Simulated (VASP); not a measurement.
# Sn (Im-3m) in VASP: notebook

Sn is run at these levels: LDA; tasks: single point, relaxation of cell and atoms.

All numbers are computed with VASP 6.6.1; they aren't measurements. Logs are shortened: lines on timing, memory, paths and dates and some standing lists are left out, and cuts for length are marked.

## (1) The cell of the first run

Symmetry: Im-3m, No. 229, cubic system. Conventional cell: a = 3.707 Å, b = 3.707 Å, c = 3.707 Å, α = 90.00°, β = 90.00°, γ = 90.00°. Sn (site symmetry m-3m) has 14 Sn at 3.21 to 3.71 Å within 4.2 Å.

## (2) Single point, LDA

INCAR

```
SYSTEM = Sn
PREC = Accurate
ENCUT = 520
EDIFF = 1E-6
ISMEAR = -1
SIGMA = 0.1
LREAL = .FALSE.
LASPH = .TRUE.
NELM = 60
ALGO = Normal
ISIF = 2
LWAVE = .FALSE.
LCHARG = .FALSE.
NBANDS = 13
```

KPOINTS

```
regular mesh
0
G
  14 14 14
  0 0 0
```

POSCAR

```
Sn
1.0
   -1.8533531110      1.8533531110      1.8533531110
    1.8533531110     -1.8533531110      1.8533531110
    1.8533531110      1.8533531110     -1.8533531110
Sn
1
Direct
    0.0000000000      0.0000000000      0.0000000000
```

Potentials or basis: VASP PAW LDA potentials, release 64 (Sn_d).

Started as:

```
$ cat potpaw_LDA.64/Sn_d/POTCAR > POTCAR
$ mpirun -np 1 vasp_std > vasp.out
```

OUTCAR:

```text
SYSTEM = Sn
   PREC = Accurate
   ENCUT = 520
   EDIFF = 1E-6
   ISMEAR = -1
   LREAL = .FALSE.
   LASPH = .TRUE.
   NELM = 60
   ISIF = 2

 ion  position               nearest neighbor table
   1  0.000  0.000  0.000-

  LATTYP: Found a body centered cubic cell.
 ALAT       =     3.7067062220

  Lattice vectors:

 A1 = (  -1.8533531110,   1.8533531110,   1.8533531110)
 A2 = (   1.8533531110,  -1.8533531110,   1.8533531110)
 A3 = (   1.8533531110,   1.8533531110,  -1.8533531110)

Analysis of symmetry for initial positions (statically):
=====================================================================
 Subroutine PRICEL returns:
 Original cell was already a primitive cell.

 Routine SETGRP: Setting up the symmetry group for a
 body centered cubic supercell.

 Subroutine GETGRP returns: Found 48 space group operations
 (whereof 48 operations were pure point group operations)
 out of a pool of 48 trial point group operations.

The static configuration has the point symmetry O_h .

Analysis of symmetry for dynamics (positions and initial velocities):
=====================================================================
 Subroutine PRICEL returns:
 Original cell was already a primitive cell.

 Routine SETGRP: Setting up the symmetry group for a
 body centered cubic supercell.

 Subroutine GETGRP returns: Found 48 space group operations
 (whereof 48 operations were pure point group operations)
 out of a pool of 48 trial point group operations.

The dynamic configuration has the point symmetry O_h .

 Subroutine INISYM returns: Found 48 space group operations
 (whereof 48 operations are pure point group operations),
 and found     1 'primitive' translations

----------------------------------------------------------------------------------------

                                     Primitive cell

  volume of cell :      25.4645

  direct lattice vectors                    reciprocal lattice vectors
    -1.853353111  1.853353111  1.853353111     0.000000000  0.269781294  0.269781294
     1.853353111 -1.853353111  1.853353111     0.269781294  0.000000000  0.269781294
     1.853353111  1.853353111 -1.853353111     0.269781294  0.269781294  0.000000000

  length of vectors
     3.210101753  3.210101753  3.210101753     0.381528364  0.381528364  0.381528364

  position of ions in fractional coordinates (direct lattice)
     0.000000000  0.000000000  0.000000000

  ion indices of the primitive-cell ions
   primitive index   ion index
                 1           1

----------------------------------------------------------------------------------------

 KPOINTS: regular mesh

Automatic generation of k-mesh.
 Grid dimensions read from file:
 generate k-points for:   14   14   14

 Generating k-lattice:

  Cartesian coordinates                     Fractional coordinates (reciprocal lattice)
     0.000000000  0.019270092  0.019270092     0.071428571  0.000000000  0.000000000
     0.019270092  0.000000000  0.019270092     0.000000000  0.071428571  0.000000000
     0.019270092  0.019270092  0.000000000     0.000000000  0.000000000  0.071428571

  Length of vectors
     0.027252026  0.027252026  0.027252026

  Shift w.r.t. Gamma in fractional coordinates (k-lattice)
     0.000000000  0.000000000  0.000000000

 Subroutine IBZKPT returns following result:
 ===========================================

 Found    104 irreducible k-points:

 Following reciprocal coordinates:
            Coordinates               Weight
  0.000000  0.000000  0.000000      1.000000
  0.071429  0.000000  0.000000     12.000000
  0.142857  0.000000  0.000000     12.000000
  0.214286  0.000000  0.000000     12.000000
  0.285714  0.000000  0.000000     12.000000
  0.357143  0.000000  0.000000     12.000000
[... 16 lines left out ...]
  0.285714  0.285714  0.000000     24.000000
  0.357143  0.285714 -0.000000     24.000000
 [... further k-points ...]
   k-points           NKPTS =    104   k-points in BZ     NKDIM =    104   number of bands    NBANDS=     13
   number of dos      NEDOS =    301   number of ions     NIONS =      1
   total plane-waves  NPLWV =  13824
   dimension x,y,z NGX =    24 NGY =   24 NGZ =   24
   dimension x,y,z NGXF=    48 NGYF=   48 NGZF=   48
   ions per type =               1
   NGX,Y,Z   is equivalent  to a cutoff of  12.43, 12.43, 12.43 a.u.
   NGXF,Y,Z  is equivalent  to a cutoff of  24.86, 24.86, 24.86 a.u.
 SYSTEM =  Sn
   PREC   = accura    normal or accurate (medium, high low for compatibility)
   ISTART =      0    job   : 0-new  1-cont  2-samecut
   ICHARG =      2    charge: 1-file 2-atom 10-const
   ISPIN  =      1    spin polarized calculation?
   LNONCOLLINEAR =      F non collinear calculations
   LSORBIT =      F    spin-orbit coupling
   LASPH  =      T    aspherical Exc in radial PAW
   ENCUT  =  520.0 eV  38.22 Ry    6.18 a.u.   5.97  5.97  5.97*2*pi/ulx,y,z
   NELM   =     60;   NELMIN=  2; NELMDL= -5     # of ELM steps
   EDIFF  = 0.1E-05   stopping-criterion for ELM
   LREAL  =      F    real-space projection
[... 7 lines left out ...]
   TEBEG  =    0.0;   TEEND  =   0.0 temperature during run
   PSTRESS=    0.0 pullay stress
   NELECT =      14.0000    total number of electrons
   NUPDOWN=      -1.0000    fix difference up-down
   EMIN   =  10.00;   EMAX   =-10.00  energy-range for DOS
   EFERMI =   0.00;   METHOD = LEGACY
   ISMEAR =    -1;   SIGMA  =   0.10  broadening in eV -4-tet -1-fermi 0-gaus
   EFERMI_NEDOS =   21; number of points for ismear=-14 and -15
   IALGO  =     38    algorithm
   IMIX   =      4    mixing-type and parameters
     AMIX     =   0.40;   BMIX     =  1.00
     AMIX_MAG =   1.60;   BMIX_MAG =  1.00
  volume/ion in A,a.u.               =      25.46       171.84
  Fermi-wavevector in a.u.,A,eV,Ry     =   1.341136  2.534379 24.472045  1.798645
  Thomas-Fermi vector in A             =   2.469393
   LORBIT       =      0    0 simple, 1 ext, 2 COOP (PROOUT), +10 PAW based schemes
   GGA     = CA    functional components
   LHFCALC =     F    Hartree Fock is set to
   AEXX    =    0.0000 exact exchange contribution
   IVDW    =     0    specifies the selected vdW correction
   LEPSILON=     F    determine dielectric tensor
   LRPA    =     F    only Hartree local field effects (RPA)
 non-spin polarized calculation
  energy-cutoff  :      520.00
  volume of cell :       25.46
 maximum number of plane-waves:       700
   NGX = 11   NGY = 11   NGZ = 11

 number of electron      13.9999997 magnetization

 Free energy of the ion-electron system (eV)
  ---------------------------------------------------
  ext. energy  EPLUGINS =         0.00000000
  ---------------------------------------------------
  free energy    TOTEN  =        -4.45455250 eV

  energy without entropy =       -4.43909633  energy(sigma->0) =       -4.44682441

 E-fermi :   8.6136     XC(G=0): -10.9152

 val. band max:        8.5933824395   @ k =   0.5000   0.5000   0.3571
 cond. band min:       8.6606206748   @ k =  -0.3571   0.4286   0.2857
 fundamental gap:      0.0672382354
 Fermi energy:         8.6135949077

 k-point     1 :       0.0000    0.0000    0.0000
  band No.  band energies     occupation
      1     -12.8696      2.00000
      2     -12.8696      2.00000
      3     -12.8696      2.00000
      4     -12.6979      2.00000
      5     -12.6979      2.00000
      6      -2.9599      2.00000
      7      17.0801      0.00000
      8      17.0801      0.00000
      9      17.0801      0.00000
     10      20.9723      0.00000
     11      20.9723      0.00000
     12      20.9723      0.00000
     13      21.9265      0.00000

 k-point     2 :       0.0714    0.0000    0.0000
  band No.  band energies     occupation
      1     -12.8725      2.00000
      2     -12.8656      2.00000
      3     -12.8563      2.00000
      4     -12.7011      2.00000
      5     -12.6982      2.00000
      6      -2.8426      2.00000
      7      16.0579      0.00000
      8      16.5996      0.00000
      9      16.9103      0.00000
     10      19.9028      0.00000
     11      20.2144      0.00000
     12      20.7557      0.00000
     13      22.5086      0.00000

 k-point     3 :       0.1429    0.0000    0.0000
  band No.  band energies     occupation
      1     -12.8805      2.00000
      2     -12.8554      2.00000
      3     -12.8191      2.00000
      4     -12.7093      2.00000
      5     -12.6992      2.00000
      6      -2.4900      2.00000
      7      13.8633      0.00000
      8      15.6010      0.00000
      9      16.4328      0.00000
     10      18.9532      0.00000
     11      19.3018      0.00000
     12      20.6814      0.00000
     13      22.8915      0.00000

 k-point     4 :       0.2143    0.0000    0.0000
  band No.  band energies     occupation
      1     -12.8921      2.00000
      2     -12.8446      2.00000
      3     -12.7646      2.00000
      4     -12.7181      2.00000
      5     -12.7005      2.00000
      6      -1.9008      2.00000
      7      11.4410      0.00000
      8      14.5563      0.00000
      9      15.7949      0.00000
     10      18.2410      0.00000
     11      18.5463      0.00000
     12      21.0342      0.00000
     13      23.2805      0.00000

 k-point     5 :       0.2857    0.0000    0.0000
  band No.  band energies     occupation
      1     -12.9051      2.00000
      2     -12.8404      2.00000
      3     -12.7212      2.00000
      4     -12.7035      2.00000
      5     -12.7019      2.00000
      6      -1.0763      2.00000
      7       9.0938      0.01629
      8      13.6512      0.00000
      9      15.1753      0.00000
     10      17.7056      0.00000
     11      17.9624      0.00000
     12      21.7340      0.00000
     13      23.7362      0.00000
[... 257 lines left out ...]
 k-point    22 :       0.3571    0.2143    0.0000
  band No.  band energies     occupation
      1     -12.8942      2.00000
      2     -12.8068      2.00000
      3     -12.7265      2.00000
      4     -12.7075      2.00000
      5     -12.6406      2.00000
      6       2.4418      2.00000
      7       5.0703      2.00000
      8       8.3989      1.79073
      9      13.0477      0.00000
     10      18.9333      0.00000
     11      21.5466      0.00000
     12      23.0115      0.00000
     13      23.5165      0.00000

 k-point    23 :       0.2857    0.2857    0.0000
  band No.  band energies     occupation
      1     -12.8891      2.00000
      2     -12.7890      2.00000
      3     -12.7357      2.00000
      4     -12.7057      2.00000
      5     -12.6544      2.00000
      6       2.4100      2.00000
      7       5.9142      2.00000
      8       7.2795      2.00000
      9      12.9694      0.00000
     10      19.9061      0.00000
     11      20.4489      0.00000
     12      23.0029      0.00000
     13      25.8626      0.00000

 k-point    24 :       0.3571    0.2857   -0.0000
  band No.  band energies     occupation
      1     -12.8880      2.00000
      2     -12.7758      2.00000
      3     -12.7450      2.00000
      4     -12.6939      2.00000
      5     -12.6651      2.00000
      6       3.0690      2.00000
      7       5.4391      2.00000
      8       6.7591      2.00000
      9      12.8737      0.00000
     10      20.0062      0.00000
     11      21.3134      0.00000
     12      21.7839      0.00000
     13      26.0296      0.00000

 [... further k-points ...]
[... 5 lines left out ...]
  --------------------------------------------------------------------------------------
  -------------------------------------------------------------------------------------
  Total       -0.0036241     -0.0036241     -0.0036241     -0.0000000      0.0000000      0.0000000
  in kB       -0.2280217     -0.2280217     -0.2280217     -0.0000000      0.0000000      0.0000000
  external PRESSURE =      -0.2280217 kB  Pullay stress =       0.0000000 kB

 VOLUME and BASIS-vectors are now :
 -----------------------------------------------------------------------------
  energy-cutoff  :      520.00
  volume of cell :       25.46
      direct lattice vectors                 reciprocal lattice vectors
    -1.853353111  1.853353111  1.853353111     0.000000000  0.269781294  0.269781294
     1.853353111 -1.853353111  1.853353111     0.269781294  0.000000000  0.269781294
     1.853353111  1.853353111 -1.853353111     0.269781294  0.269781294  0.000000000

 POSITION                                       TOTAL-FORCE (eV/Angst)
 -----------------------------------------------------------------------------------
      0.00000      0.00000      0.00000         0.000000      0.000000      0.000000
 -----------------------------------------------------------------------------------
    total drift:                                0.000000      0.000000      0.000000

  FREE ENERGIE OF THE ION-ELECTRON SYSTEM (eV)
  ---------------------------------------------------
  free  energy   TOTEN  =        -4.4545524995 eV

  energy  without entropy=       -4.4390963257  energy(sigma->0) =       -4.44682441
```

It used 8.3 s of CPU time on 1 thread of Intel(R) Xeon(R) Platinum 8559C (Emerald Rapids), with other jobs on the host.

What came out:

```
Free energy            : -4.4546 eV
Pressure               : 0.0 GPa
Band gap on the k mesh : zero (band 7 reaches 17.08 eV, above the bottom of band 8 at 6.03 eV)
```

Caveat: spin-orbit coupling is left out, which moves the levels of the heavy elements.

## (3) Relaxation of cell and atoms, LDA

This run uses another cell than the first one, of 27.20 Å³/atom, 1.068 times its volume.

INCAR

```
  PREC = Accurate
  ENCUT = 600
  EDIFF = 1E-6
  ISMEAR = -1
  SIGMA = 0.1
  LREAL = False
  LASPH = True
  NELM = 100
  ALGO = Normal
  ISIF = 3
  LWAVE = False
  LCHARG = False
  GGA = CA
  IBRION = 2
  NSW = 100
  EDIFFG = -0.002
```

KPOINTS

```
regular mesh
0
Gamma
  14 14 14
```

POSCAR

```
Sn
1.0
   -1.8946518192      1.8946518192      1.8946518192
    1.8946518192     -1.8946518192      1.8946518192
    1.8946518192      1.8946518192     -1.8946518192
Sn
1
Direct
    0.0000000000      0.0000000000      0.0000000000
```

Potentials or basis: VASP PAW LDA potentials, release 64 (Sn_d).

Started as:

```
$ cat potpaw_LDA.64/Sn_d/POTCAR > POTCAR
$ mpirun -np 1 vasp_std > vasp.out
```

Run time: 58 s. Hardware: 1 thread of Intel Xeon Platinum 8559C (Emerald Rapids), shared host; peak memory 0.17 GiB.

Results (log left out):

| Item | Value |
| --- | --- |
| Free energy | -4.4548 eV |
| Relaxed volume | 25.50 Å³/atom |
| Relaxed cell | a = 3.212 Å, b = 3.212 Å, c = 3.212 Å, α = 109.47°, β = 109.47°, γ = 109.47° |
| Space group after relaxing (to 0.05 Å) | Im-3m (No. 229) |
| Energy gained by relaxing | 19.0 meV/atom |
| Ionic steps | 3 |
| Pressure after relaxing | 0.0 GPa |
| Band gap on the k mesh | zero (band 7 reaches 17.05 eV, above the bottom of band 8 at 6.01 eV) |

The path:
```tsv
step	energy change (eV)	largest force (eV/Å)	pressure (GPa)	volume (Å³)
1	0.0000	0.0000	-3.37	27.20
2	-0.0172	0.0000	1.22	25.01
3	-0.0190	0.0000	0.00	25.50
```

Final structure:
```
Sn
1.0
    -1.85421    1.85421    1.85421
     1.85421   -1.85421    1.85421
     1.85421    1.85421   -1.85421
Sn
1
Direct
  0.00000 0.00000 0.00000
```

Levels at points of the mesh, in eV from the Fermi level:
```csv
k point,band 3,band 4,band 5,band 6,band 7,band 8,band 9,band 10,band 11
"(0.00, 0.00, 0.00)",-21.48,-21.31,-21.31,-11.56,8.45,8.45,8.45,12.36,12.36
"(0.50, 0.00, 0.00)",-21.32,-21.32,-21.21,-6.52,-4.71,3.77,5.65,8.42,8.60
"(0.50, 0.50, 0.50)",-21.23,-21.23,-21.23,-2.21,-0.55,-0.55,-0.55,3.96,3.96
```

Caveat: spin-orbit coupling is left out, which moves the levels of the heavy elements.
